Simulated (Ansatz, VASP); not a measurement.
## One calculation of TiC, two programs

Contents of INCAR:

```
SYSTEM = TiC
ALGO = Normal
EDIFF = 1E-6
ENCUT = 600
GGA = PE
GGA_COMPAT = .FALSE.
ISIF = 2
ISMEAR = -1
LASPH = .TRUE.
LCHARG = .TRUE.
LELF = .TRUE.
LREAL = .FALSE.
LVHAR = .TRUE.
LWAVE = .FALSE.
NBANDS = 15
NELM = 120
PREC = Accurate
SIGMA = 0.15
```

Contents of KPOINTS:

```
k-points
0
G
  4 4 4
  0 0 0
```

Contents of POSCAR:

```
TiC
1.0
    0.0000000000      2.1593000000      2.1593000000
    2.1593000000      0.0000000000      2.1593000000
    2.1593000000      2.1593000000      0.0000000000
Ti C
1 1
Direct
    0.0000000000      0.0000000000      0.0000000000
    0.5000000000      0.5000000000      0.5000000000
```

Input for Ansatz:

```yaml
crystal:
  lattice:
    - [0.0, 2.1593, 2.1593]
    - [2.1593, 0.0, 2.1593]
    - [2.1593, 2.1593, 0.0]
  atoms:
    - { symbol: Ti, position: [0.0, 0.0, 0.0] }
    - { symbol: C, position: [0.5, 0.5, 0.5] }
basis:
  ecutwfc: 550.0
kpoints:
  mp_grid:
    grid: [4, 4, 4]
hamiltonian:
  xc: pbe
  pseudopotentials:
    kind: paw
scf:
  occupations:
    method: fermi_dirac
    width: 0.15
output:
  stress: true
```

Alike in both runs: task single point; functional PBE; k mesh 4 × 4 × 4; occupations fermi-dirac, width 0.15 eV; no spin polarisation.

```csv
,VASP,Ansatz
version,VASP 6.6.1,Ansatz 0.2.0
potentials or method,"VASP PAW PBE potentials, release 64 (Ti_sv, C), cutoff 600 eV","plane waves, PAW"
valence electrons in the cell,16,16
```

|  | VASP | Ansatz | Ansatz less VASP |
| --- | --- | --- | --- |
| pressure (GPa) | 2.4 | 2.2 | -0.18 |

The k mesh is coarse, so the values compare programs but aren't converged.
